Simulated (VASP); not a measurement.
V: single point with r2SCAN

V:

```xyz
1
Lattice="-1.4911 1.4911 1.4911 1.4911 -1.4911 1.4911 1.4911 1.4911 -1.4911" Properties=species:S:1:pos:R:3 pbc="T T T"
V     0.0000    0.0000    0.0000
```

- Program: VASP 6.6.1
- Task: single point
- Functional: r2SCAN
- Potentials or basis: VASP PAW PBE potentials, release 64 (V_sv)
- Cutoff: 520 eV
- k mesh: 20 × 20 × 20
- Occupations: gaussian, width 0.1 eV
- Spin: no spin polarisation
- Dipole correction: no
- Further INCAR settings: ALGO = Normal; EDIFF = 1e-06; NBANDS = 12

```yaml
Pressure: 0.7 GPa
```

Levels at points of the mesh, in eV from the Fermi level:
| k point | band 5 | band 6 | band 7 | band 8 | band 9 | band 10 |
| --- | --- | --- | --- | --- | --- | --- |
| (0.00, 0.00, 0.00) | -7.09 | 0.49 | 0.49 | 0.49 | 2.71 | 2.71 |
| (0.50, 0.00, 0.00) | -3.39 | -1.18 | 1.57 | 2.69 | 3.10 | 4.38 |
| (0.50, 0.50, 0.50) | -3.18 | -3.18 | 3.96 | 3.96 | 3.96 | 10.79 |

Wall time 77 s on 1 thread of Intel(R) Xeon(R) Platinum 8488C (Sapphire Rapids), on a shared host, peak memory 0.15 GiB.

Caveat: the PAW data sets were made with another functional, which shifts forces and pressure a little.
